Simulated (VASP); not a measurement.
# Zr (Fd-3m) in VASP: further runs, part 2 of 2

VASP 6.6.1. Earlier steps stand in the parts before.

## (4) Single point, PBE (volume scaled by 0.6)

Input file INCAR:

```
SYSTEM = Zr
  PREC = Accurate
  ENCUT = 520
  EDIFF = 1E-6
  ISMEAR = -1
  SIGMA = 0.08
  LREAL = .False.
  LASPH = .True.
  NELM = 100
  ALGO = Normal
  ISIF = 2
  LWAVE = .False.
  LCHARG = .False.
  GGA = PE
  NBANDS = 19
```

Input file KPOINTS:

```
regular mesh
0
Gamma
  11 11 11
  0 0 0
```

Input file POSCAR:

```
Zr
1.0
    0.0000000000      2.6494214600      2.6494214600
    2.6494214600      0.0000000000      2.6494214600
    2.6494214600      2.6494214600      0.0000000000
Zr
2
Direct
   -0.1250000000     -0.1250000000     -0.1250000000
    0.1250000000      0.1250000000      0.1250000000
```

Potentials or basis: VASP PAW PBE potentials, release 64 (Zr_sv).

Launch:

```console
$ cat potpaw_PBE.64/Zr_sv/POTCAR > POTCAR
$ mpirun -np 1 vasp_std > vasp.out
```

OUTCAR:

```text
SYSTEM = Zr
   PREC = Accurate
   ENCUT = 520
   EDIFF = 1E-6
   ISMEAR = -1
   LREAL = .False.
   LASPH = .True.
   NELM = 100
   ISIF = 2
   GGA = PE

 ion  position               nearest neighbor table
   1  0.875  0.875  0.875-   2 2.29   2 2.29   2 2.29   2 2.29
   2  0.125  0.125  0.125-   1 2.29   1 2.29   1 2.29   1 2.29

  LATTYP: Found a face centered cubic cell.
 ALAT       =     5.2988429200

  Lattice vectors:

 A1 = (   0.0000000000,   2.6494214600,   2.6494214600)
 A2 = (   2.6494214600,   0.0000000000,   2.6494214600)
 A3 = (   2.6494214600,   2.6494214600,   0.0000000000)

Analysis of symmetry for initial positions (statically):
=====================================================================
 Subroutine PRICEL returns:
 Original cell was already a primitive cell.

 Routine SETGRP: Setting up the symmetry group for a
 face centered cubic supercell.

 Subroutine GETGRP returns: Found 48 space group operations
 (whereof 12 operations were pure point group operations)
 out of a pool of 48 trial point group operations.

The static configuration has the point symmetry D_3d.
 The point group associated with its full space group is O_h .

Analysis of symmetry for dynamics (positions and initial velocities):
=====================================================================
 Subroutine PRICEL returns:
 Original cell was already a primitive cell.

 Routine SETGRP: Setting up the symmetry group for a
 face centered cubic supercell.

 Subroutine GETGRP returns: Found 48 space group operations
 (whereof 12 operations were pure point group operations)
 out of a pool of 48 trial point group operations.

The dynamic configuration has the point symmetry D_3d.
 The point group associated with its full space group is O_h .

 Subroutine INISYM returns: Found 48 space group operations
 (whereof 12 operations are pure point group operations),
 and found     1 'primitive' translations

----------------------------------------------------------------------------------------

                                     Primitive cell

  volume of cell :      37.1949

  direct lattice vectors                    reciprocal lattice vectors
     0.000000000  2.649421460  2.649421460    -0.188720446  0.188720446  0.188720446
     2.649421460  0.000000000  2.649421460     0.188720446 -0.188720446  0.188720446
     2.649421460  2.649421460  0.000000000     0.188720446  0.188720446 -0.188720446

  length of vectors
     3.746847761  3.746847761  3.746847761     0.326873401  0.326873401  0.326873401

  position of ions in fractional coordinates (direct lattice)
     0.875000000  0.875000000  0.875000000
     0.125000000  0.125000000  0.125000000

  ion indices of the primitive-cell ions
   primitive index   ion index
                 1           1
                 2           2

----------------------------------------------------------------------------------------

 KPOINTS: regular mesh

Automatic generation of k-mesh.
 Grid dimensions read from file:
 generate k-points for:   11   11   11

 Generating k-lattice:

  Cartesian coordinates                     Fractional coordinates (reciprocal lattice)
    -0.017156404  0.017156404  0.017156404     0.090909091  0.000000000  0.000000000
     0.017156404 -0.017156404  0.017156404     0.000000000  0.090909091  0.000000000
     0.017156404  0.017156404 -0.017156404     0.000000000  0.000000000  0.090909091

  Length of vectors
     0.029715764  0.029715764  0.029715764

  Shift w.r.t. Gamma in fractional coordinates (k-lattice)
     0.000000000  0.000000000  0.000000000

 Subroutine IBZKPT returns following result:
 ===========================================

 Found     56 irreducible k-points:

 Following reciprocal coordinates:
            Coordinates               Weight
  0.000000  0.000000  0.000000      1.000000
  0.090909  0.000000  0.000000      8.000000
  0.181818  0.000000  0.000000      8.000000
  0.272727  0.000000  0.000000      8.000000
  0.363636  0.000000  0.000000      8.000000
  0.454545  0.000000  0.000000      8.000000
[... 16 lines left out ...]
 -0.272727  0.181818  0.000000     24.000000
 -0.181818  0.181818  0.000000     12.000000
 [... further k-points ...]
   k-points           NKPTS =     56   k-points in BZ     NKDIM =     56   number of bands    NBANDS=     19
   number of dos      NEDOS =    301   number of ions     NIONS =      2
   total plane-waves  NPLWV =  21952
   dimension x,y,z NGX =    28 NGY =   28 NGZ =   28
   dimension x,y,z NGXF=    56 NGYF=   56 NGZF=   56
   ions per type =               2
   NGX,Y,Z   is equivalent  to a cutoff of  12.42, 12.42, 12.42 a.u.
   NGXF,Y,Z  is equivalent  to a cutoff of  24.85, 24.85, 24.85 a.u.
 SYSTEM =  Zr
   PREC   = accura    normal or accurate (medium, high low for compatibility)
   ISTART =      0    job   : 0-new  1-cont  2-samecut
   ICHARG =      2    charge: 1-file 2-atom 10-const
   ISPIN  =      1    spin polarized calculation?
   LNONCOLLINEAR =      F non collinear calculations
   LSORBIT =      F    spin-orbit coupling
   LASPH  =      T    aspherical Exc in radial PAW
   ENCUT  =  520.0 eV  38.22 Ry    6.18 a.u.   6.97  6.97  6.97*2*pi/ulx,y,z
   NELM   =    100;   NELMIN=  2; NELMDL= -5     # of ELM steps
   EDIFF  = 0.1E-05   stopping-criterion for ELM
   LREAL  =      F    real-space projection
   EDIFFG = 0.1E-04   stopping-criterion for IOM
   NSW    =      0    number of steps for IOM
   IBRION =     -1    ionic relax: 0-MD 1-quasi-New 2-CG
   NFREE  =      0    steps in history (QN), initial steepest desc. (CG)
   ISIF   =      2    stress and relaxation
   ISYM   =      2    0-nonsym 1-usesym 2-fastsym
   POTIM  = 0.5000    time-step for ionic-motion
   TEBEG  =    0.0;   TEEND  =   0.0 temperature during run
   PSTRESS=    0.0 pullay stress
   NELECT =      24.0000    total number of electrons
   NUPDOWN=      -1.0000    fix difference up-down
   EMIN   =  10.00;   EMAX   =-10.00  energy-range for DOS
   EFERMI =   0.00;   METHOD = LEGACY
   ISMEAR =    -1;   SIGMA  =   0.08  broadening in eV -4-tet -1-fermi 0-gaus
   EFERMI_NEDOS =   21; number of points for ismear=-14 and -15
   IALGO  =     38    algorithm
   IMIX   =      4    mixing-type and parameters
     AMIX     =   0.40;   BMIX     =  1.00
     AMIX_MAG =   1.60;   BMIX_MAG =  1.00
  volume/ion in A,a.u.               =      18.60       125.50
  Fermi-wavevector in a.u.,A,eV,Ry     =   1.414656  2.673312 27.228683  2.001252
  Thomas-Fermi vector in A             =   2.536176
   LORBIT       =      0    0 simple, 1 ext, 2 COOP (PROOUT), +10 PAW based schemes
   GGA     = PE    functional components
   LHFCALC =     F    Hartree Fock is set to
   AEXX    =    0.0000 exact exchange contribution
   IVDW    =     0    specifies the selected vdW correction
   LEPSILON=     F    determine dielectric tensor
   LRPA    =     F    only Hartree local field effects (RPA)
 non-spin polarized calculation
  energy-cutoff  :      520.00
  volume of cell :       37.19
 maximum number of plane-waves:      1015
   NGX = 13   NGY = 13   NGZ = 13

 number of electron      24.0000000 magnetization

 Free energy of the ion-electron system (eV)
  ---------------------------------------------------
  ext. energy  EPLUGINS =         0.00000000
  ---------------------------------------------------
  free energy    TOTEN  =        -9.89094841 eV

  energy without entropy =       -9.82553267  energy(sigma->0) =       -9.85824054

 E-fermi :  11.4167     XC(G=0): -11.8132

 val. band max:       11.4119595206   @ k =   0.0909   0.0909   0.0000
 cond. band min:      11.4832234312   @ k =  -0.4545   0.3636   0.0909
 fundamental gap:      0.0712639106
 Fermi energy:        11.4166568510

 k-point     1 :       0.0000    0.0000    0.0000
  band No.  band energies     occupation
      1     -38.4332      2.00000
      2     -35.7610      2.00000
      3     -16.9759      2.00000
      4     -16.9759      2.00000
      5     -16.9759      2.00000
      6     -14.1105      2.00000
[... 11 lines left out ...]
     18      20.2841      0.00000
     19      20.2841      0.00000

 k-point     2 :       0.0909    0.0000    0.0000
  band No.  band energies     occupation
      1     -38.3981      2.00000
      2     -35.8087      2.00000
      3     -17.0124      2.00000
      4     -17.0124      2.00000
      5     -16.9778      2.00000
      6     -14.0856      2.00000
[... 476 lines left out ...]
 k-point    24 :      -0.1818    0.1818    0.0000
  band No.  band energies     occupation
      1     -38.0884      2.00000
      2     -36.2099      2.00000
      3     -17.5003      2.00000
      4     -17.2075      2.00000
      5     -16.7409      2.00000
      6     -14.1474      2.00000
[... 11 lines left out ...]
     18      18.0390      0.00000
     19      20.6426      0.00000

 [... further k-points ...]
[... 5 lines left out ...]
  --------------------------------------------------------------------------------------
  -------------------------------------------------------------------------------------
  Total       11.5997635     11.5997635     11.5997635      0.0000000     -0.0000000     -0.0000000
  in kB      499.6622896    499.6622896    499.6622896      0.0000000     -0.0000000     -0.0000000
  external PRESSURE =     499.6622896 kB  Pullay stress =       0.0000000 kB

 VOLUME and BASIS-vectors are now :
 -----------------------------------------------------------------------------
  energy-cutoff  :      520.00
  volume of cell :       37.19
      direct lattice vectors                 reciprocal lattice vectors
     0.000000000  2.649421460  2.649421460    -0.188720446  0.188720446  0.188720446
     2.649421460  0.000000000  2.649421460     0.188720446 -0.188720446  0.188720446
     2.649421460  2.649421460  0.000000000     0.188720446  0.188720446 -0.188720446

 POSITION                                       TOTAL-FORCE (eV/Angst)
 -----------------------------------------------------------------------------------
      4.63649      4.63649      4.63649         0.000000      0.000000     -0.000000
      0.66236      0.66236      0.66236        -0.000000     -0.000000      0.000000
 -----------------------------------------------------------------------------------
    total drift:                                0.000000     -0.000000     -0.000000

  FREE ENERGIE OF THE ION-ELECTRON SYSTEM (eV)
  ---------------------------------------------------
  free  energy   TOTEN  =        -9.8909484076 eV

  energy  without entropy=       -9.8255326736  energy(sigma->0) =       -9.85824054
```

Run time: 15 s. Hardware: 1 thread of Intel Xeon 6975P-C (Granite Rapids), shared host; peak memory 0.17 GiB.

Results:

| Property | Result |
| --- | --- |
| Free energy | -9.8909 eV |
| Pressure | 50.0 GPa |
| Band gap on the k mesh | zero (band 12 reaches 12.41 eV, above the bottom of band 13 at 10.60 eV) |

## (5) Single point, PBE (volume scaled by 0.68)

Input file INCAR:

```
SYSTEM = Zr
PREC = Accurate
ENCUT = 520
EDIFF = 1E-7
ISMEAR = -1
SIGMA = 0.08
LREAL = .False.
LASPH = .True.
NELM = 100
ALGO = Normal
ISIF = 2
LWAVE = .False.
LCHARG = .False.
GGA = PE
NBANDS = 19
```

KPOINTS is that of step 4.

Input file POSCAR:

```
Zr
1.0
    0.0000000000      2.7622963560      2.7622963560
    2.7622963560      0.0000000000      2.7622963560
    2.7622963560      2.7622963560      0.0000000000
Zr
2
Direct
   -0.1250000000     -0.1250000000     -0.1250000000
    0.1250000000      0.1250000000      0.1250000000
```

Potentials or basis: VASP PAW PBE potentials, release 64 (Zr_sv).

Launch:

```console
$ cat potpaw_PBE.64/Zr_sv/POTCAR > POTCAR
$ mpirun -np 1 vasp_std > vasp.out
```

OUTCAR:

```text
SYSTEM = Zr
   PREC = Accurate
   ENCUT = 520
   EDIFF = 1E-7
   ISMEAR = -1
   LREAL = .False.
   LASPH = .True.
   NELM = 100
   ISIF = 2
   GGA = PE

 ion  position               nearest neighbor table
   1  0.875  0.875  0.875-   2 2.39   2 2.39   2 2.39   2 2.39
   2  0.125  0.125  0.125-   1 2.39   1 2.39   1 2.39   1 2.39

  LATTYP: Found a face centered cubic cell.
 ALAT       =     5.5245927120

  Lattice vectors:

 A1 = (   0.0000000000,   2.7622963560,   2.7622963560)
 A2 = (   2.7622963560,   0.0000000000,   2.7622963560)
 A3 = (   2.7622963560,   2.7622963560,   0.0000000000)

Analysis of symmetry for initial positions (statically):
=====================================================================
 Subroutine PRICEL returns:
 Original cell was already a primitive cell.

 Routine SETGRP: Setting up the symmetry group for a
 face centered cubic supercell.

 Subroutine GETGRP returns: Found 48 space group operations
 (whereof 12 operations were pure point group operations)
 out of a pool of 48 trial point group operations.

The static configuration has the point symmetry D_3d.
 The point group associated with its full space group is O_h .

Analysis of symmetry for dynamics (positions and initial velocities):
=====================================================================
 Subroutine PRICEL returns:
 Original cell was already a primitive cell.

 Routine SETGRP: Setting up the symmetry group for a
 face centered cubic supercell.

 Subroutine GETGRP returns: Found 48 space group operations
 (whereof 12 operations were pure point group operations)
 out of a pool of 48 trial point group operations.

The dynamic configuration has the point symmetry D_3d.
 The point group associated with its full space group is O_h .

 Subroutine INISYM returns: Found 48 space group operations
 (whereof 12 operations are pure point group operations),
 and found     1 'primitive' translations

[... 104 lines left out ...]
   PSTRESS=    0.0 pullay stress
   NELECT =      24.0000    total number of electrons
   NUPDOWN=      -1.0000    fix difference up-down
   EMIN   =  10.00;   EMAX   =-10.00  energy-range for DOS
   EFERMI =   0.00;   METHOD = LEGACY
   ISMEAR =    -1;   SIGMA  =   0.08  broadening in eV -4-tet -1-fermi 0-gaus
   EFERMI_NEDOS =   21; number of points for ismear=-14 and -15
   IALGO  =     38    algorithm
   IMIX   =      4    mixing-type and parameters
     AMIX     =   0.40;   BMIX     =  1.00
     AMIX_MAG =   1.60;   BMIX_MAG =  1.00
  volume/ion in A,a.u.               =      21.08       142.24
  Fermi-wavevector in a.u.,A,eV,Ry     =   1.356849  2.564074 25.048873  1.841040
  Thomas-Fermi vector in A             =   2.483818
   LORBIT       =      0    0 simple, 1 ext, 2 COOP (PROOUT), +10 PAW based schemes
   GGA     = PE    functional components
   LHFCALC =     F    Hartree Fock is set to
   AEXX    =    0.0000 exact exchange contribution
   IVDW    =     0    specifies the selected vdW correction
   LEPSILON=     F    determine dielectric tensor
   LRPA    =     F    only Hartree local field effects (RPA)
 non-spin polarized calculation
  energy-cutoff  :      520.00
  volume of cell :       42.15
 maximum number of plane-waves:      1147
 NGX is ok and might be reduce to    30
   NGX = 15   NGY = 15   NGZ = 15

 number of electron      24.0000000 magnetization

 Free energy of the ion-electron system (eV)
  ---------------------------------------------------
  ext. energy  EPLUGINS =         0.00000000
  ---------------------------------------------------
  free energy    TOTEN  =       -11.05085032 eV

  energy without entropy =      -10.97383104  energy(sigma->0) =      -11.01234068

 E-fermi :   9.7303     XC(G=0): -11.2126

 val. band max:        9.7211799605   @ k =  -0.0909   0.0909   0.0000
 cond. band min:       9.7341935117   @ k =  -0.4545   0.1818   0.0000
 fundamental gap:      0.0130135512
 Fermi energy:         9.7302672913

 k-point     1 :       0.0000    0.0000    0.0000
  band No.  band energies     occupation
      1     -39.6688      2.00000
      2     -37.7876      2.00000
      3     -18.2076      2.00000
      4     -18.2076      2.00000
      5     -18.2076      2.00000
      6     -15.9383      2.00000
[... 505 lines left out ...]
      6     -16.0129      2.00000
[... 11 lines left out ...]
     18      15.7366      0.00000
     19      17.9093      0.00000

 [... further k-points ...]
[... 5 lines left out ...]
  --------------------------------------------------------------------------------------
  -------------------------------------------------------------------------------------
  Total        7.1900111      7.1900111      7.1900111      0.0000000     -0.0000000      0.0000000
  in kB      273.2746417    273.2746417    273.2746417      0.0000000     -0.0000000      0.0000000
  external PRESSURE =     273.2746417 kB  Pullay stress =       0.0000000 kB

 VOLUME and BASIS-vectors are now :
 -----------------------------------------------------------------------------
  energy-cutoff  :      520.00
  volume of cell :       42.15
      direct lattice vectors                 reciprocal lattice vectors
     0.000000000  2.762296356  2.762296356    -0.181008819  0.181008819  0.181008819
     2.762296356  0.000000000  2.762296356     0.181008819 -0.181008819  0.181008819
     2.762296356  2.762296356  0.000000000     0.181008819  0.181008819 -0.181008819

 POSITION                                       TOTAL-FORCE (eV/Angst)
 -----------------------------------------------------------------------------------
      4.83402      4.83402      4.83402        -0.000000     -0.000000     -0.000000
      0.69057      0.69057      0.69057         0.000000      0.000000      0.000000
 -----------------------------------------------------------------------------------
    total drift:                               -0.000000      0.000000      0.000000

  FREE ENERGIE OF THE ION-ELECTRON SYSTEM (eV)
  ---------------------------------------------------
  free  energy   TOTEN  =       -11.0508503156 eV

  energy  without entropy=      -10.9738310388  energy(sigma->0) =      -11.01234068
```

Run time: 23 s. Hardware: 1 thread of Intel Xeon 6975P-C (Granite Rapids), shared host; peak memory 0.18 GiB.

Results:

```
Free energy            : -11.0509 eV
Pressure               : 27.3 GPa
Band gap on the k mesh : zero (band 12 reaches 10.42 eV, above the bottom of band 13 at 9.13 eV)
```

Levels at points of the mesh, in eV from the Fermi level:
```tsv
k point	band 8	band 9	band 10	band 11	band 12	band 13	band 14	band 15	band 16	band 17
(0.00, 0.00, 0.00)	-25.67	-4.77	-2.02	-2.02	-0.02	-0.02	-0.02	3.11	3.11	3.11
```

## (6) Summary

```tsv
cell	gap on the mesh (eV)	pressure (GPa)
a = 3.404 Å, angles 60.0°, 2 atoms	none	171.1
a = 3.572 Å, angles 60.0°, 2 atoms	none	94.0
a = 3.747 Å, angles 60.0°, 2 atoms	none	50.0
a = 3.906 Å, angles 60.0°, 2 atoms	none	27.3
```

Alike in all rows: task single point; level PBE; potentials or basis VASP PAW PBE potentials, release 64 (Zr_sv); no spin polarisation; k mesh 11 × 11 × 11; cutoff (eV) 520; smearing fermi-dirac 0.08 eV.

Total energies depend on the potentials used, so only differences within one code and one set of settings carry meaning.
